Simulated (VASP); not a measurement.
# Na (I4/mmm) in VASP: further runs

The runs below take Na through single point, with PBE.

Program: VASP 6.6.1. These are calculated values, not measurements. Logs are shortened: lines on timing, memory, paths and dates and some standing lists are left out, and cuts for length are marked.

## 1. The cell of the first run

The structure is tetragonal, space group I4/mmm (No. 139). The conventional cell has a = 4.235 Å, b = 4.235 Å, c = 4.214 Å, α = 90.00°, β = 90.00°, γ = 90.00°. Na (site symmetry 4/mmm) has 14 Na at 3.66 to 4.24 Å within 4.8 Å.

## 2. Single point, PBE (strain -0.0050 x Voigt [0, 1, 0, 0, 0, 0])

Contents of INCAR:

```
PREC = Accurate ; ENCUT = 520
EDIFF = 1E-6 ; ISMEAR = 0
SIGMA = 0.15 ; LREAL = False
LASPH = True ; NELM = 60
ALGO = Normal ; ISIF = 2
LWAVE = False ; LCHARG = True
GGA = PE ; LELF = True
LVHAR = True ; NBANDS = 10
```

Contents of KPOINTS:

```
regular mesh
0
Gamma
  16 16 16
```

Contents of POSCAR:

```
Na
1.0
   -2.1175000000      2.1069125000      2.1175000000
    2.1175000000     -2.1069125000      2.1175000000
    2.1175000000      2.1069125000     -2.1175000000
Na
1
Direct
    0.0000000000      0.0000000000      0.0000000000
```

Potentials or basis: VASP PAW PBE potentials, release 64 (Na_pv).

The run is started by

```bash
$ cat potpaw_PBE.64/Na_pv/POTCAR > POTCAR
$ mpirun -np 1 vasp_std > vasp.out
```

OUTCAR:

```text
PREC = Accurate
   ENCUT = 520
   EDIFF = 1E-6
   ISMEAR = 0
   LREAL = False
   LASPH = True
   NELM = 60
   ISIF = 2
   GGA = PE

 ion  position               nearest neighbor table
   1  0.000  0.000  0.000-

  LATTYP: Found a body centered tetragonal cell.
 ALAT       =     4.2350000000
 C/A-ratio  =     0.9950000000

  Lattice vectors:

 A1 = (  -2.1175000000,  -2.1069125000,   2.1175000000)
 A2 = (   2.1175000000,  -2.1069125000,  -2.1175000000)
 A3 = (   2.1175000000,   2.1069125000,   2.1175000000)

Analysis of symmetry for initial positions (statically):
=====================================================================
 Subroutine PRICEL returns:
 Original cell was already a primitive cell.

 Routine SETGRP: Setting up the symmetry group for a
 body centered tetragonal supercell.

 Subroutine GETGRP returns: Found 16 space group operations
 (whereof 16 operations were pure point group operations)
 out of a pool of 16 trial point group operations.

The static configuration has the point symmetry D_4h.

Analysis of symmetry for dynamics (positions and initial velocities):
=====================================================================
 Subroutine PRICEL returns:
 Original cell was already a primitive cell.

 Routine SETGRP: Setting up the symmetry group for a
 body centered tetragonal supercell.

 Subroutine GETGRP returns: Found 16 space group operations
 (whereof 16 operations were pure point group operations)
 out of a pool of 16 trial point group operations.

The dynamic configuration has the point symmetry D_4h.

 Subroutine INISYM returns: Found 16 space group operations
 (whereof 16 operations are pure point group operations),
 and found     1 'primitive' translations

----------------------------------------------------------------------------------------

                                     Primitive cell

  volume of cell :      37.7879

  direct lattice vectors                    reciprocal lattice vectors
    -2.117500000  2.106912500  2.117500000     0.000000000  0.237314079  0.236127509
     2.117500000 -2.106912500  2.117500000     0.236127509  0.000000000  0.236127509
     2.117500000  2.106912500 -2.117500000     0.236127509  0.237314079  0.000000000

  length of vectors
     3.661515094  3.661515094  3.661515094     0.334774809  0.333934725  0.334774809

  position of ions in fractional coordinates (direct lattice)
     0.000000000  0.000000000  0.000000000

  ion indices of the primitive-cell ions
   primitive index   ion index
                 1           1

----------------------------------------------------------------------------------------

 KPOINTS: regular mesh

Automatic generation of k-mesh.
 Grid dimensions read from file:
 generate k-points for:   16   16   16

 Generating k-lattice:

  Cartesian coordinates                     Fractional coordinates (reciprocal lattice)
     0.000000000  0.014832130  0.014757969     0.062500000  0.000000000 -0.000000000
     0.014757969  0.000000000  0.014757969     0.000000000  0.062500000  0.000000000
     0.014757969  0.014832130  0.000000000    -0.000000000  0.000000000  0.062500000

  Length of vectors
     0.020923426  0.020870920  0.020923426

  Shift w.r.t. Gamma in fractional coordinates (k-lattice)
     0.000000000  0.000000000  0.000000000

 Subroutine IBZKPT returns following result:
 ===========================================

 Found    349 irreducible k-points:

 Following reciprocal coordinates:
            Coordinates               Weight
  0.000000  0.000000  0.000000      1.000000
  0.062500  0.000000 -0.000000      8.000000
  0.125000  0.000000 -0.000000      8.000000
  0.187500  0.000000 -0.000000      8.000000
  0.250000  0.000000 -0.000000      8.000000
  0.312500  0.000000 -0.000000      8.000000
[... 16 lines left out ...]
 -0.187500  0.062500  0.000000     16.000000
 -0.125000  0.062500  0.000000      8.000000
 [... further k-points ...]
   k-points           NKPTS =    349   k-points in BZ     NKDIM =    349   number of bands    NBANDS=     10
   number of dos      NEDOS =    301   number of ions     NIONS =      1
   total plane-waves  NPLWV =  21952
   dimension x,y,z NGX =    28 NGY =   28 NGZ =   28
   dimension x,y,z NGXF=    56 NGYF=   56 NGZF=   56
   ions per type =               1
   NGX,Y,Z   is equivalent  to a cutoff of  12.71, 12.71, 12.71 a.u.
   NGXF,Y,Z  is equivalent  to a cutoff of  25.43, 25.43, 25.43 a.u.
 SYSTEM =  unknown system
   PREC   = accura    normal or accurate (medium, high low for compatibility)
   ISTART =      0    job   : 0-new  1-cont  2-samecut
   ICHARG =      2    charge: 1-file 2-atom 10-const
   ISPIN  =      1    spin polarized calculation?
   LNONCOLLINEAR =      F non collinear calculations
   LSORBIT =      F    spin-orbit coupling
   LASPH  =      T    aspherical Exc in radial PAW
   ENCUT  =  520.0 eV  38.22 Ry    6.18 a.u.   6.81  6.81  6.81*2*pi/ulx,y,z
   NELM   =     60;   NELMIN=  2; NELMDL= -5     # of ELM steps
   EDIFF  = 0.1E-05   stopping-criterion for ELM
   LREAL  =      F    real-space projection
   EDIFFG = 0.1E-04   stopping-criterion for IOM
   NSW    =      0    number of steps for IOM
   IBRION =     -1    ionic relax: 0-MD 1-quasi-New 2-CG
   NFREE  =      0    steps in history (QN), initial steepest desc. (CG)
   ISIF   =      2    stress and relaxation
   ISYM   =      2    0-nonsym 1-usesym 2-fastsym
   POTIM  = 0.5000    time-step for ionic-motion
   TEBEG  =    0.0;   TEEND  =   0.0 temperature during run
   PSTRESS=    0.0 pullay stress
   NELECT =       7.0000    total number of electrons
   NUPDOWN=      -1.0000    fix difference up-down
   EMIN   =  10.00;   EMAX   =-10.00  energy-range for DOS
   EFERMI =   0.00;   METHOD = LEGACY
   ISMEAR =     0;   SIGMA  =   0.15  broadening in eV -4-tet -1-fermi 0-gaus
   EFERMI_NEDOS =   21; number of points for ismear=-14 and -15
   IALGO  =     38    algorithm
   IMIX   =      4    mixing-type and parameters
     AMIX     =   0.40;   BMIX     =  1.00
     AMIX_MAG =   1.60;   BMIX_MAG =  1.00
  volume/ion in A,a.u.               =      37.79       255.01
  Fermi-wavevector in a.u.,A,eV,Ry     =   0.933232  1.763553 11.849619  0.870922
  Thomas-Fermi vector in A             =   2.059912
   LORBIT       =      0    0 simple, 1 ext, 2 COOP (PROOUT), +10 PAW based schemes
   GGA     = PE    functional components
   LHFCALC =     F    Hartree Fock is set to
   AEXX    =    0.0000 exact exchange contribution
   IVDW    =     0    specifies the selected vdW correction
   LEPSILON=     F    determine dielectric tensor
   LRPA    =     F    only Hartree local field effects (RPA)
 non-spin polarized calculation
 Gauss-broadening in eV      SIGMA  =   0.15
  energy-cutoff  :      520.00
  volume of cell :       37.79
 maximum number of plane-waves:      1048
   NGX = 13   NGY = 13   NGZ = 13

 number of electron       7.0000011 magnetization

 Free energy of the ion-electron system (eV)
  ---------------------------------------------------
  ext. energy  EPLUGINS =         0.00000000
  ---------------------------------------------------
  free energy    TOTEN  =        -1.31375718 eV

  energy without entropy =       -1.30860758  energy(sigma->0) =       -1.31118238

 E-fermi :   0.2763     XC(G=0):  -6.4527

 val. band max:        0.2750805538   @ k =   0.5000   0.1875  -0.0000
 cond. band min:       0.2813418432   @ k =   0.4375  -0.3750   0.1250
 fundamental gap:      0.0062612894
 Fermi energy:         0.2763482123

 k-point     1 :       0.0000    0.0000    0.0000
  band No.  band energies     occupation
      1     -24.6422      2.00000
      2     -24.6421      2.00000
      3     -24.6421      2.00000
      4      -2.9636      2.00000
      5      11.8329      0.00000
      6      11.9081      0.00000
      7      11.9082      0.00000
      8      12.8360      0.00000
      9      12.9102      0.00000
     10      13.4016      0.00000

 k-point     2 :       0.0625    0.0000   -0.0000
  band No.  band energies     occupation
      1     -24.6435      2.00000
      2     -24.6426      2.00000
      3     -24.6422      2.00000
      4      -2.8955      2.00000
      5      10.9463      0.00000
      6      11.3951      0.00000
      7      11.5870      0.00000
      8      12.2348      0.00000
      9      12.4081      0.00000
     10      13.6810      0.00000

 k-point     3 :       0.1250    0.0000   -0.0000
  band No.  band energies     occupation
      1     -24.6471      2.00000
      2     -24.6438      2.00000
      3     -24.6422      2.00000
      4      -2.6918      2.00000
      5       9.3283      0.00000
      6      10.6584      0.00000
      7      11.0485      0.00000
      8      11.4967      0.00000
      9      12.1449      0.00000
     10      13.7730      0.00000

 k-point     4 :       0.1875    0.0000   -0.0000
  band No.  band energies     occupation
      1     -24.6525      2.00000
      2     -24.6457      2.00000
      3     -24.6422      2.00000
      4      -2.3540      2.00000
      5       7.7382      0.00000
      6       9.9790      0.00000
      7      10.5268      0.00000
      8      10.8577      0.00000
      9      11.7847      0.00000
     10      13.9922      0.00000
[... 222 lines left out ...]
 k-point    22 :      -0.2500    0.0625    0.0000
  band No.  band energies     occupation
      1     -24.6562      2.00000
      2     -24.6466      2.00000
      3     -24.6427      2.00000
      4      -2.0844      2.00000
      5       7.0011      0.00000
      6       8.8887      0.00000
      7      10.0891      0.00000
      8      11.0382      0.00000
      9      12.1506      0.00000
     10      13.4967      0.00000

 k-point    23 :      -0.1875    0.0625    0.0000
  band No.  band energies     occupation
      1     -24.6505      2.00000
      2     -24.6445      2.00000
      3     -24.6426      2.00000
      4      -2.4882      2.00000
      5       8.5289      0.00000
      6       9.5081      0.00000
      7      10.6038      0.00000
      8      11.5643      0.00000
      9      12.3517      0.00000
     10      13.4515      0.00000

 k-point    24 :      -0.1250    0.0625    0.0000
  band No.  band energies     occupation
      1     -24.6460      2.00000
      2     -24.6430      2.00000
      3     -24.6425      2.00000
      4      -2.7592      2.00000
      5      10.0256      0.00000
      6      10.3139      0.00000
      7      11.1639      0.00000
      8      11.9985      0.00000
      9      12.4409      0.00000
     10      13.7095      0.00000

 [... further k-points ...]

------------------------ aborting loop because EDIFF is reached ----------------------------------------

  FORCE on cell =-STRESS in cart. coord.  units (eV):
  Direction    XX          YY          ZZ          XY          YZ          ZX
  --------------------------------------------------------------------------------------
  -------------------------------------------------------------------------------------
  Total       -0.0454530     -0.0434918     -0.0454530      0.0000000     -0.0000000      0.0000000
  in kB       -1.9271698     -1.8440147     -1.9271698      0.0000000     -0.0000000      0.0000000
  external PRESSURE =      -1.8994514 kB  Pullay stress =       0.0000000 kB

 VOLUME and BASIS-vectors are now :
 -----------------------------------------------------------------------------
  energy-cutoff  :      520.00
  volume of cell :       37.79
      direct lattice vectors                 reciprocal lattice vectors
    -2.117500000  2.106912500  2.117500000     0.000000000  0.237314079  0.236127509
     2.117500000 -2.106912500  2.117500000     0.236127509  0.000000000  0.236127509
     2.117500000  2.106912500 -2.117500000     0.236127509  0.237314079  0.000000000

 POSITION                                       TOTAL-FORCE (eV/Angst)
 -----------------------------------------------------------------------------------
      0.00000      0.00000      0.00000        -0.000000      0.000000     -0.000000
 -----------------------------------------------------------------------------------
    total drift:                               -0.000000     -0.000000     -0.000000

  FREE ENERGIE OF THE ION-ELECTRON SYSTEM (eV)
  ---------------------------------------------------
  free  energy   TOTEN  =        -1.3137571848 eV

  energy  without entropy=       -1.3086075844  energy(sigma->0) =       -1.31118238
```

Wall time 1.9 min (1 thread of Intel Xeon 8259CL, shared host); peak memory 0.23 GiB.

What came out:

| Item | Value |
| --- | --- |
| Free energy | -1.3138 eV |
| Pressure | -0.2 GPa |
| Band gap on the k mesh | zero (an odd number of electrons rules out a gap without spin polarisation) |

Caveat: the cell differs from its parent crystal (strain -0.0050 x Voigt [0, 1, 0, 0, 0, 0]).

(Continued in part 2 of 2.)
